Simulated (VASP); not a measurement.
Runs of VASP 6.6.1 on Ta4N. The structure is that of space group Im-3m (No. 229), or close to it. The cells are those of the table. The cell was built from a structure type or drawn by symmetry, and may not be a known phase.

```tsv
task	spin	cell	k mesh	cutoff (eV)	gap on the mesh (eV)	pressure (GPa)	moment (μB)	relaxed volume (Å³/atom)
relaxation of cell and atoms	off	relaxed from a = 4.755 Å, angles 109.5°, 5 atoms	10 × 10 × 10	600	none	0.0	-	16.59
single point	collinear	a = 4.681 Å, angles 109.5°, 5 atoms	4 × 4 × 4	520	none	10.0	0.00	-
single point	off	a = 4.755 Å, angles 109.5°, 5 atoms	4 × 4 × 4	520	none	0.3	-	-
single point	off	a = 4.757 Å, angles 109.5°, 5 atoms	10 × 10 × 10	520	none	0.3	-	-
single point	off	a = 4.681 Å, angles 109.5°, 5 atoms	4 × 4 × 4	520	none	10.0	-	-
relaxation of cell and atoms	off	relaxed from a = 4.681 Å, angles 109.5°, 5 atoms	4 × 4 × 4	600	none	-0.3	-	(a)
single point	collinear	a = 4.755 Å, angles 109.5°, 5 atoms	4 × 4 × 4	520	none	0.3	0.00	-
```

Alike in all rows: level PBE; potentials or basis VASP PAW PBE potentials, release 64 (Ta_pv, N); smearing gaussian 0.1 eV.

Question: Estimate the missing entries.

Answer: (a) 16.60.

Caveats: some runs use coarse meshes; spin-orbit coupling is left out, which moves the levels of the heavy elements.

A k mesh can miss the band edges, and the runs leave out spin-orbit coupling on Ta.

A gap of «none» marks levels without a gap at the run's occupations.
